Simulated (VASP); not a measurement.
Set up this calculation in VASP 6.6.1, as the native input.

| Property | Result |
| --- | --- |
| Task | single point |
| Functional | PBE-based global hybrid with 15 % exact exchange |
| Potentials or basis | VASP PAW PBE potentials, release 64 (Cd, F) |
| Cutoff | 520 eV |
| k mesh | 4 × 4 × 4 |
| Occupations | gaussian, width 0.05 eV |
| Spin | no spin polarisation |
| Dipole correction | no |
| Grid for exact exchange (PRECFOCK) | Normal |
| Share of exact exchange | 0.15 |
| Further INCAR settings | ALGO = Normal; EDIFF = 1e-06; NBANDS = 20 |

The system is CdF2.

```xyz
3
Lattice="0.0000 2.6940 2.6940 2.6940 0.0000 2.6940 2.6940 2.6940 0.0000" Properties=species:S:1:pos:R:3 pbc="T T T"
Cd    0.0000    0.0000    0.0000
F     1.3470    1.3470    1.3470
F     4.0410    4.0410    4.0410
```

One way to write it, as run:

POSCAR

```
CdF2
1.0
    0.0000000000      2.6939990179      2.6939990179
    2.6939990179      0.0000000000      2.6939990179
    2.6939990179      2.6939990179      0.0000000000
Cd F
1 2
Direct
    0.0000000000      0.0000000000      0.0000000000
    0.2500000000      0.2500000000      0.2500000000
    0.7500000000      0.7500000000      0.7500000000
```

INCAR.step1

```
SYSTEM = CdF2
PREC = Accurate
ENCUT = 520
EDIFF = 1E-5
ISMEAR = 0
SIGMA = 0.05
LREAL = .False.
LASPH = .True.
NELM = 60
ALGO = Normal
ISIF = 2
LWAVE = .True.
LCHARG = .False.
NBANDS = 20
GGA = PE
```

INCAR.step2

```
SYSTEM = CdF2
PREC = Accurate
ENCUT = 520
EDIFF = 1E-6
ISMEAR = 0
SIGMA = 0.05
LREAL = .False.
LASPH = .True.
NELM = 60
ALGO = Normal
ISIF = 2
LWAVE = .False.
LCHARG = .False.
GGA = PE
LHFCALC = .True.
AEXX = 0.15
PRECFOCK = Normal
NBANDS = 20
ISTART = 1
```

KPOINTS

```
regular mesh
0
Gamma
  4 4 4
  0 0 0
```

Potentials or basis: VASP PAW PBE potentials, release 64 (Cd, F).

Launch:

```bash
$ cat potpaw_PBE.64/Cd/POTCAR potpaw_PBE.64/F/POTCAR > POTCAR
$ cp INCAR.step1 INCAR
$ mpirun -np 1 vasp_std > vasp.out
$ cp INCAR.step2 INCAR
$ mpirun -np 1 vasp_std > vasp.out
```

Results of the run:

The pressure is 3.8 GPa and the band gap on the k mesh is 4.76 eV (least direct gap 5.32 eV).

Caveat: the k points lie up to 0.50 Å⁻¹ apart; the PAW data sets were made with another functional, which shifts forces and pressure a little.

Run time: 17 min on 1 thread of AMD EPYC 7R43 64-Core Processor (Zen 3) (shared host), peak memory 0.14 GiB.
